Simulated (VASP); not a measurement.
Wanted: the native input for a VASP 6.6.1 run.

* Task: single point
* Functional: HSE06
* Potentials or basis: VASP PAW PBE potentials, release 64 (Ba_sv, S)
* Cutoff: 520 eV
* k mesh: 4 × 4 × 4
* Occupations: gaussian, width 0.01 eV
* Spin: no spin polarisation
* Dipole correction: no
* Grid for exact exchange (PRECFOCK): Normal
* Further INCAR settings: ALGO = Normal; EDIFF = 1e-07; NBANDS = 15
* Share of exact exchange: 0.25
* Screening parameter: 0.2079 1/Å

BaS:

```xyz
2
Lattice="0.0000 3.5194 3.5194 3.5194 0.0000 3.5194 3.5194 3.5194 0.0000" Properties=species:S:1:pos:R:3 pbc="T T T"
Ba    0.0000    0.0000    0.0000
S     1.7597    1.7597    1.7597
```

The input as run:

POSCAR

```
BaS
1.0
    0.0000000000      3.5194117709      3.5194117709
    3.5194117709      0.0000000000      3.5194117709
    3.5194117709      3.5194117709      0.0000000000
Ba S
1 1
Direct
    0.0000000000      0.0000000000      0.0000000000
    0.2500000000      0.2500000000      0.2500000000
```

INCAR.step1

```
SYSTEM = BaS
PREC = Accurate
ENCUT = 520
EDIFF = 1E-5
ISMEAR = 0
SIGMA = 0.01
LREAL = .FALSE.
LASPH = .TRUE.
NELM = 100
ALGO = Normal
ISIF = 2
LWAVE = .TRUE.
NBANDS = 15
GGA = PE
```

INCAR.step2

```
SYSTEM = BaS
PREC = Accurate
ENCUT = 520
EDIFF = 1E-7
ISMEAR = 0
SIGMA = 0.01
LREAL = .FALSE.
LASPH = .TRUE.
NELM = 100
ALGO = Normal
ISIF = 2
LWAVE = .FALSE.
LCHARG = .TRUE.
GGA = PE
LHFCALC = .TRUE.
HFSCREEN = 0.2079
PRECFOCK = Normal
LELF = .TRUE.
LVHAR = .TRUE.
NBANDS = 15
ISTART = 1
```

KPOINTS

```
regular mesh
0
G
  4 4 4
  0 0 0
```

Potentials or basis: VASP PAW PBE potentials, release 64 (Ba_sv, S).

Run with:

```bash
$ cat potpaw_PBE.64/Ba_sv/POTCAR potpaw_PBE.64/S/POTCAR > POTCAR
$ cp INCAR.step1 INCAR
$ mpirun -np 1 vasp_std > vasp.out
$ cp INCAR.step2 INCAR
$ mpirun -np 1 vasp_std > vasp.out
```

Results of the run:

```yaml
Pressure: 0.2 GPa
Band_gap_on_the_k_mesh: 3.65 eV (least direct gap 4.34 eV)
```

Caveat: the structure was generated, so it needn't be the stable form of BaS; the PAW data sets were made with another functional, which shifts forces and pressure a little; spin-orbit coupling is left out, which moves the levels of the heavy elements.

It took 5.9 min on 1 thread of Intel(R) Xeon(R) 6975P-C (Granite Rapids) (shared host), peak memory 0.34 GiB.
